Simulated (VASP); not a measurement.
Write the native input for VASP 6.6.1 that does the following.

| Property | Result |
| --- | --- |
| Task | single point |
| Functional | r2SCAN |
| Potentials or basis | VASP PAW PBE potentials, release 64 (Os_sv_GW) |
| Cutoff | 620 eV |
| k mesh | 13 × 13 × 7 |
| Occupations | fermi-dirac, width 1 eV |
| Spin | no spin polarisation |
| Dipole correction | no |
| Further INCAR settings | ALGO = Normal; EDIFF = 1e-06; NBANDS = 23 |

Crystal: Os.

```
Os
1.0
     2.73938    0.00000    0.00000
    -1.36969    2.37237    0.00000
     0.00000    0.00000    4.31382
Os
2
Direct
  0.33333 0.66667 0.25000
  0.66667 0.33333 0.75000
```

One way to write it, as run:

POSCAR

```
Os
1.0
    2.7393806551      0.0000000000      0.0000000000
   -1.3696903275      2.3723732379      0.0000000000
    0.0000000000      0.0000000000      4.3138178725
Os
2
Direct
    0.3333333333      0.6666666667      0.2500000000
    0.6666666667      0.3333333333      0.7500000000
```

INCAR.step1

```
SYSTEM = Os
ALGO     = Normal         ! electronic algorithm
EDIFF    = 1E-5           ! SCF threshold, eV
ENCUT    = 620            ! plane-wave cutoff, eV
GGA      = PE             ! functional
GGA_COMPAT= .False.      
ISMEAR   = -1             ! smearing method
LASPH    = .True.         ! aspherical terms in the spheres
LCHARG   = .False.        ! write CHGCAR
LREAL    = .False.        ! projectors in reciprocal space
LWAVE    = .True.         ! write WAVECAR
NBANDS   = 23             ! bands
NELM     = 120            ! most SCF steps
PREC     = Accurate       ! precision mode
SIGMA    = 1.0            ! smearing width, eV
```

INCAR.step2

```
SYSTEM = Os
ALGO     = Normal         ! electronic algorithm
EDIFF    = 1E-6           ! SCF threshold, eV
ENCUT    = 620            ! plane-wave cutoff, eV
GGA_COMPAT= .False.      
ISIF     = 2              ! what is computed and relaxed
ISMEAR   = -1             ! smearing method
ISTART   = 1            
LASPH    = .True.         ! aspherical terms in the spheres
LCHARG   = .True.         ! write CHGCAR
LELF     = .True.         ! ELF
LMIXTAU  = .True.       
LREAL    = .False.        ! projectors in reciprocal space
LVHAR    = .True.       
LWAVE    = .False.        ! write WAVECAR
METAGGA  = R2SCAN         ! meta-GGA
NBANDS   = 23             ! bands
NELM     = 120            ! most SCF steps
PREC     = Accurate       ! precision mode
SIGMA    = 1.0            ! smearing width, eV
```

KPOINTS

```
k-points
0
Gamma
  13 13 7
  0 0 0
```

Potentials or basis: VASP PAW PBE potentials, release 64 (Os_sv_GW).

Run with:

```sh
$ cat potpaw_PBE.64/Os_sv_GW/POTCAR > POTCAR
$ cp INCAR.step1 INCAR
$ mpirun -np 1 vasp_std > vasp.out
$ cp INCAR.step2 INCAR
$ mpirun -np 1 vasp_std > vasp.out
```

Results of the run:

| Quantity | Value |
| --- | --- |
| Pressure | 22.7 GPa |
| Band gap on the k mesh | zero (bands 16 and 17 overlap by 4.00 eV) |

Caveat: the stress differs along the axes, from 20 to 28 GPa; so wide a smearing shifts energies and pressures; the PAW data sets were made with another functional, which shifts forces and pressure a little; spin-orbit coupling is left out, which moves the levels of the heavy elements.

It took 3.2 min on 1 thread of Intel(R) Xeon(R) Platinum 8259CL CPU @ 2.50GHz (Skylake/Cascade Lake), with other jobs on the host, peak memory 0.21 GiB.
